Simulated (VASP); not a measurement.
The system is BN.

```
CELL_PARAMETERS angstrom
2.54724 0.00000 0.00000
-1.27362 2.20597 0.00000
0.00000 0.00000 6.76584
ATOMIC_POSITIONS crystal
N 0.66667 0.33333 0.25000
N 0.33333 0.66667 0.75000
B 0.66667 0.33333 0.75000
B 0.33333 0.66667 0.25000
```

This cell differs from its parent crystal: volume scaled by 1.06.

Base run:

```yaml
Program: VASP 6.6.1
Functional: PBE
Potentials_or_basis: VASP PAW PBE potentials, release 64 (N, B)
Cutoff: 520 eV
k_mesh: 12 × 12 × 4
Occupations: fermi-dirac, width 0.05 eV
Spin: no spin polarisation
```

Its results: band gap on the k mesh 4.22 eV, indirect (least direct gap 4.52 eV); pressure -8.2 GPa.

Problem. The run is repeated on the same cell with these changes: functional from PBE to r2SCAN; dispersion from none to D4. What comes out?

Solution. Band gap on the k mesh 4.81 eV, indirect (least direct gap 5.22 eV); pressure -12.8 GPa.

Several settings changed at once, so the effect can't be laid on one alone.

Caveats: this functional lacks dispersion, which binds the layers, so the pressure and a relaxed spacing across them are unreliable (some runs); the PAW data sets were made with another functional, which shifts forces and pressure a little (some runs).

A k mesh can miss the band edges.
